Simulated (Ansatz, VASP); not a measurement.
**NaCl in VASP and in Ansatz**

```xyz
2
Lattice="3.7824 0.0000 0.0000 0.0000 3.7824 0.0000 0.0000 0.0000 3.5022" Properties=species:S:1:pos:R:3 pbc="T T T"
Na    0.0000    0.0000    0.0000
Cl    1.8912    1.8912    1.7511
```

Change from the starting cell: strain +0.080 along x and y, +0.000 along z, atoms carried along.

Alike in both runs: task single point; functional PBEsol; k mesh 6 × 6 × 6; occupations gaussian, width 0.05 eV; no spin polarisation.

```csv
,VASP,Ansatz
version,VASP 6.6.1,Ansatz 0.2.0
potentials or method,"VASP PAW PBE potentials, release 64 (Na_pv, Cl), cutoff 520 eV","scalar-relativistic, plane waves, PAW"
valence electrons in the cell,14,16
```

```tsv
	VASP	Ansatz	Ansatz less VASP
gap on the k mesh at the Fermi level (eV)	3.07	3.07	+0.001
least direct gap on the mesh (eV)	3.36	3.36	+0.001
pressure (GPa)	-3.5	-3.5	+0.01
traceless stress, the component that is largest in VASP (GPa)	2.93	2.93	0.000
```

VASP's potentials were made for PBE, not for PBEsol. VASP's potentials hold 14 valence electrons a cell and Ansatz's 16, so a difference there can come from the potentials and not from the codes.
